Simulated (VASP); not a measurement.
Crystal: TiC.

```
Ti C
1.0
     0.00000    2.16572    2.16572
     2.16572    0.00000    2.16572
     2.16572    2.16572    0.00000
Ti C
1 1
Direct
  0.00000 0.00000 0.00000
  0.50000 0.50000 0.50000
```

- Program: VASP 6.6.1
- Task: relaxation of cell and atoms
- Functional: BLYP
- Potentials or basis: VASP PAW PBE potentials, release 64 (Ti_sv, C)
- Cutoff: 600 eV
- k mesh: 11 × 11 × 11
- Occupations: fermi-dirac, width 0.05 eV
- Spin: no spin polarisation

At the start: pressure 8.7 GPa; volume 10.16 Å³/atom.

Question: Where does the relaxation end?

Answer: Over 3 steps the energy falls by 9.7 meV/atom and the volume is 10.53 Å³/atom (+3.7 %); space group Fm-3m (No. 225, to 0.05 Å).

Step by step:
```csv
step,energy change (eV),largest force (eV/Å),pressure (GPa),volume (Å³)
1,0.0000,0.0000,8.75,20.32
2,0.0085,0.0000,-9.18,21.99
3,-0.0195,0.0000,-0.11,21.06
```

Final structure:
```
Ti C
1.0
     0.00000    2.19176    2.19176
     2.19176    0.00000    2.19176
     2.19176    2.19176    0.00000
Ti C
1 1
Direct
  0.00000 0.00000 0.00000
  0.50000 0.50000 0.50000
```

Caveat: the PAW data sets were made with another functional, which shifts forces and pressure a little.
